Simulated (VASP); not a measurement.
# Ru (Im-3m) in VASP: a series of runs

Ru is run at these levels: PBE; tasks: single point.

Program: VASP 6.6.1. These are calculated values, not measurements. Logs are shortened: lines on timing, memory, paths and dates and some standing lists are left out, and cuts for length are marked.

## (1) The cell of the first run

Symmetry: Im-3m, No. 229, cubic system. The conventional cell has a = 3.132 Å, b = 3.132 Å, c = 3.132 Å, α = 90.00°, β = 90.00°, γ = 90.00°. Ru (site symmetry m-3m) has 14 Ru at 2.71 to 3.13 Å within 3.6 Å.

## (2) Single point, PBE (Mo replaced by Ru, lengths x 0.969, strained)

The input, INCAR:

```
PREC = Accurate ; ENCUT = 520
EDIFF = 1E-6 ; ISMEAR = 0
SIGMA = 0.1 ; LREAL = False
LASPH = True ; NELM = 100
ALGO = Fast ; ISIF = 2
LWAVE = False ; LCHARG = False
GGA = PE ; NBANDS = 13
```

The input, KPOINTS:

```
Automatic mesh
0
Gamma
  8 8 8
```

The input, POSCAR:

```
Ru
1.0
   -1.5662031861      1.5662031861      1.5662031861
    1.5662031861     -1.5662031861      1.5662031861
    1.5662031861      1.5662031861     -1.5662031861
Ru
1
Direct
    0.0000000000      0.0000000000      0.0000000000
```

Potentials or basis: VASP PAW PBE potentials, release 64 (Ru_pv).

Started as:

```bash
$ cat potpaw_PBE.64/Ru_pv/POTCAR > POTCAR
$ mpirun -np 1 vasp_std > vasp.out
```

OUTCAR:

```text
PREC = Accurate
   ENCUT = 520
   EDIFF = 1E-6
   ISMEAR = 0
   LREAL = False
   LASPH = True
   NELM = 100
   ISIF = 2
   GGA = PE

 ion  position               nearest neighbor table
   1  0.000  0.000  0.000-

  LATTYP: Found a body centered cubic cell.
 ALAT       =     3.1324063722

  Lattice vectors:

 A1 = (  -1.5662031861,   1.5662031861,   1.5662031861)
 A2 = (   1.5662031861,  -1.5662031861,   1.5662031861)
 A3 = (   1.5662031861,   1.5662031861,  -1.5662031861)

Analysis of symmetry for initial positions (statically):
=====================================================================
 Subroutine PRICEL returns:
 Original cell was already a primitive cell.

 Routine SETGRP: Setting up the symmetry group for a
 body centered cubic supercell.

 Subroutine GETGRP returns: Found 48 space group operations
 (whereof 48 operations were pure point group operations)
 out of a pool of 48 trial point group operations.

The static configuration has the point symmetry O_h .

Analysis of symmetry for dynamics (positions and initial velocities):
=====================================================================
 Subroutine PRICEL returns:
 Original cell was already a primitive cell.

 Routine SETGRP: Setting up the symmetry group for a
 body centered cubic supercell.

 Subroutine GETGRP returns: Found 48 space group operations
 (whereof 48 operations were pure point group operations)
 out of a pool of 48 trial point group operations.

The dynamic configuration has the point symmetry O_h .

 Subroutine INISYM returns: Found 48 space group operations
 (whereof 48 operations are pure point group operations),
 and found     1 'primitive' translations

----------------------------------------------------------------------------------------

                                     Primitive cell

  volume of cell :      15.3675

  direct lattice vectors                    reciprocal lattice vectors
    -1.566203186  1.566203186  1.566203186     0.000000000  0.319243381  0.319243381
     1.566203186 -1.566203186  1.566203186     0.319243381  0.000000000  0.319243381
     1.566203186  1.566203186 -1.566203186     0.319243381  0.319243381  0.000000000

  length of vectors
     2.712743493  2.712743493  2.712743493     0.451478319  0.451478319  0.451478319

  position of ions in fractional coordinates (direct lattice)
     0.000000000  0.000000000  0.000000000

  ion indices of the primitive-cell ions
   primitive index   ion index
                 1           1

----------------------------------------------------------------------------------------

 KPOINTS: Automatic mesh

Automatic generation of k-mesh.
 Grid dimensions read from file:
 generate k-points for:    8    8    8

 Generating k-lattice:

  Cartesian coordinates                     Fractional coordinates (reciprocal lattice)
     0.000000000  0.039905423  0.039905423     0.125000000  0.000000000  0.000000000
     0.039905423  0.000000000  0.039905423     0.000000000  0.125000000  0.000000000
     0.039905423  0.039905423  0.000000000     0.000000000  0.000000000  0.125000000

  Length of vectors
     0.056434790  0.056434790  0.056434790

  Shift w.r.t. Gamma in fractional coordinates (k-lattice)
     0.000000000  0.000000000  0.000000000

 Subroutine IBZKPT returns following result:
 ===========================================

 Found     29 irreducible k-points:

 Following reciprocal coordinates:
            Coordinates               Weight
  0.000000  0.000000  0.000000      1.000000
  0.125000  0.000000  0.000000     12.000000
  0.250000  0.000000  0.000000     12.000000
  0.375000  0.000000  0.000000     12.000000
  0.500000  0.000000  0.000000      6.000000
  0.125000  0.125000  0.000000     24.000000
[... 16 lines left out ...]
 -0.250000  0.250000  0.250000      6.000000
 -0.375000  0.375000  0.250000     24.000000
 [... further k-points ...]
   k-points           NKPTS =     29   k-points in BZ     NKDIM =     29   number of bands    NBANDS=     13
   number of dos      NEDOS =    301   number of ions     NIONS =      1
   total plane-waves  NPLWV =   8000
   dimension x,y,z NGX =    20 NGY =   20 NGZ =   20
   dimension x,y,z NGXF=    40 NGYF=   40 NGZF=   40
   ions per type =               1
   NGX,Y,Z   is equivalent  to a cutoff of  12.26, 12.26, 12.26 a.u.
   NGXF,Y,Z  is equivalent  to a cutoff of  24.51, 24.51, 24.51 a.u.
 SYSTEM =  unknown system
   PREC   = accura    normal or accurate (medium, high low for compatibility)
   ISTART =      0    job   : 0-new  1-cont  2-samecut
   ICHARG =      2    charge: 1-file 2-atom 10-const
   ISPIN  =      1    spin polarized calculation?
   LNONCOLLINEAR =      F non collinear calculations
   LSORBIT =      F    spin-orbit coupling
   LASPH  =      T    aspherical Exc in radial PAW
   ENCUT  =  520.0 eV  38.22 Ry    6.18 a.u.   5.04  5.04  5.04*2*pi/ulx,y,z
   NELM   =    100;   NELMIN=  2; NELMDL= -5     # of ELM steps
   EDIFF  = 0.1E-05   stopping-criterion for ELM
   LREAL  =      F    real-space projection
   EDIFFG = 0.1E-04   stopping-criterion for IOM
   NSW    =      0    number of steps for IOM
   IBRION =     -1    ionic relax: 0-MD 1-quasi-New 2-CG
   NFREE  =      0    steps in history (QN), initial steepest desc. (CG)
   ISIF   =      2    stress and relaxation
   ISYM   =      2    0-nonsym 1-usesym 2-fastsym
   POTIM  = 0.5000    time-step for ionic-motion
   TEBEG  =    0.0;   TEEND  =   0.0 temperature during run
   PSTRESS=    0.0 pullay stress
   NELECT =      14.0000    total number of electrons
   NUPDOWN=      -1.0000    fix difference up-down
   EMIN   =  10.00;   EMAX   =-10.00  energy-range for DOS
   EFERMI =   0.00;   METHOD = LEGACY
   ISMEAR =     0;   SIGMA  =   0.10  broadening in eV -4-tet -1-fermi 0-gaus
   EFERMI_NEDOS =   21; number of points for ismear=-14 and -15
   IALGO  =     68    algorithm
   IMIX   =      4    mixing-type and parameters
     AMIX     =   0.40;   BMIX     =  1.00
     AMIX_MAG =   1.60;   BMIX_MAG =  1.00
  volume/ion in A,a.u.               =      15.37       103.71
  Fermi-wavevector in a.u.,A,eV,Ry     =   1.587021  2.999035 34.268129  2.518636
  Thomas-Fermi vector in A             =   2.686243
   LORBIT       =      0    0 simple, 1 ext, 2 COOP (PROOUT), +10 PAW based schemes
   GGA     = PE    functional components
   LHFCALC =     F    Hartree Fock is set to
   AEXX    =    0.0000 exact exchange contribution
   IVDW    =     0    specifies the selected vdW correction
   LEPSILON=     F    determine dielectric tensor
   LRPA    =     F    only Hartree local field effects (RPA)
 non-spin polarized calculation
 RMM-DIIS sequential band-by-band and
 Gauss-broadening in eV      SIGMA  =   0.10
  energy-cutoff  :      520.00
  volume of cell :       15.37
 maximum number of plane-waves:       427
   NGX =  9   NGY =  9   NGZ =  9

 number of electron      13.9999995 magnetization

 Free energy of the ion-electron system (eV)
  ---------------------------------------------------
  ext. energy  EPLUGINS =         0.00000000
  ---------------------------------------------------
  free energy    TOTEN  =        -8.56639945 eV

  energy without entropy =       -8.55536848  energy(sigma->0) =       -8.56088396

 E-fermi :  10.8876     XC(G=0): -13.3527

 val. band max:       10.8632987758   @ k =   0.2500   0.1250   0.1250
 cond. band min:      10.8947299602   @ k =   0.2500   0.0000   0.0000
 fundamental gap:      0.0314311844
 Fermi energy:        10.8876329431

 k-point     1 :       0.0000    0.0000    0.0000
  band No.  band energies     occupation
      1     -31.6722      2.00000
      2     -31.6722      2.00000
      3     -31.6722      2.00000
      4       3.4598      2.00000
      5       8.4028      2.00000
      6       8.4028      2.00000
      7       8.4028      2.00000
      8      10.7799      1.87248
      9      10.7799      1.87248
     10      21.5260      0.00000
     11      27.8816      0.00000
     12      27.8816      0.00000
     13      27.8816      0.00000

 k-point     2 :       0.1250    0.0000    0.0000
  band No.  band energies     occupation
      1     -31.7804      2.00000
      2     -31.7077      2.00000
      3     -31.6722      2.00000
      4       4.0606      2.00000
      5       8.1488      2.00000
      6       8.3771      2.00000
      7       8.9090      2.00000
      8      10.5057      2.00000
      9      10.8006      1.78163
     10      21.5257      0.00000
     11      28.0424      0.00000
     12      28.1144      0.00000
     13      28.7897      0.00000

 k-point     3 :       0.2500    0.0000    0.0000
  band No.  band energies     occupation
      1     -32.0361      2.00000
      2     -31.7928      2.00000
      3     -31.6724      2.00000
      4       5.3218      2.00000
      5       7.5869      2.00000
      6       8.4831      2.00000
      7      10.2885      2.00000
      8      10.3797      2.00000
      9      10.8947      0.92005
     10      21.5256      0.00000
     11      26.2909      0.00000
     12      27.0031      0.00000
     13      31.1577      0.00000
[... 305 lines left out ...]
 k-point    23 :      -0.2500    0.2500    0.2500
  band No.  band energies     occupation
      1     -32.0462      2.00000
      2     -31.9222      2.00000
      3     -31.9222      2.00000
      4       6.6872      2.00000
      5       7.7272      2.00000
      6       9.0974      2.00000
      7       9.0974      2.00000
      8      10.1788      2.00000
      9      12.3975      0.00000
     10      21.5256      0.00000
     11      26.8244      0.00000
     12      28.0981      0.00000
     13      28.0981      0.00000

 k-point    24 :      -0.3750    0.3750    0.2500
  band No.  band energies     occupation
      1     -32.2055      2.00000
      2     -32.0121      2.00000
      3     -31.9403      2.00000
      4       6.6240      2.00000
      5       7.0792      2.00000
      6       9.1013      2.00000
      7       9.7951      2.00000
      8      11.6698      0.00000
      9      14.3364      0.00000
     10      21.5252      0.00000
     11      23.2129      0.00000
     12      25.4419      0.00000
     13      27.3427      0.00000

 [... further k-points ...]
[... 5 lines left out ...]
  --------------------------------------------------------------------------------------
  -------------------------------------------------------------------------------------
  Total       -1.7490408     -1.7490408     -1.7490408      0.0000000      0.0000000      0.0000000
  in kB     -182.3501895   -182.3501895   -182.3501895      0.0000000      0.0000000      0.0000000
  external PRESSURE =    -182.3501895 kB  Pullay stress =       0.0000000 kB

 VOLUME and BASIS-vectors are now :
 -----------------------------------------------------------------------------
  energy-cutoff  :      520.00
  volume of cell :       15.37
      direct lattice vectors                 reciprocal lattice vectors
    -1.566203186  1.566203186  1.566203186     0.000000000  0.319243381  0.319243381
     1.566203186 -1.566203186  1.566203186     0.319243381  0.000000000  0.319243381
     1.566203186  1.566203186 -1.566203186     0.319243381  0.319243381  0.000000000

 POSITION                                       TOTAL-FORCE (eV/Angst)
 -----------------------------------------------------------------------------------
      0.00000      0.00000      0.00000        -0.000000      0.000000     -0.000000
 -----------------------------------------------------------------------------------
    total drift:                                0.000000     -0.000000      0.000000

  FREE ENERGIE OF THE ION-ELECTRON SYSTEM (eV)
  ---------------------------------------------------
  free  energy   TOTEN  =        -8.5663994501 eV

  energy  without entropy=       -8.5553684760  energy(sigma->0) =       -8.56088396
```

Run time: 5.3 s. Hardware: 1 thread of Intel Xeon 6975P-C, shared host; peak memory 0.12 GiB.

Results:

```
Free energy            : -8.5664 eV
Pressure               : -18.2 GPa
Band gap on the k mesh : zero (band 7 reaches 12.39 eV, above the bottom of band 8 at 9.77 eV)
```

Levels at points of the mesh, in eV from the Fermi level:
| k point | band 3 | band 4 | band 5 | band 6 | band 7 | band 8 | band 9 | band 10 | band 11 | band 12 |
| --- | --- | --- | --- | --- | --- | --- | --- | --- | --- | --- |
| (0.00, 0.00, 0.00) | -42.56 | -7.43 | -2.48 | -2.48 | -2.48 | -0.11 | -0.11 | 10.64 | 16.99 | 16.99 |
| (0.50, 0.00, 0.00) | -42.56 | -5.47 | -4.00 | -0.15 | 0.26 | 1.11 | 2.02 | 9.04 | 10.64 | 13.43 |
| (0.50, 0.50, 0.50) | -43.07 | -5.46 | -5.46 | 1.50 | 1.50 | 1.50 | 8.76 | 8.76 | 8.76 | 10.64 |

Caveat: the cell differs from its parent crystal (Mo replaced by Ru, lengths x 0.969, strained).

(Part 1 of 2 ends here.)
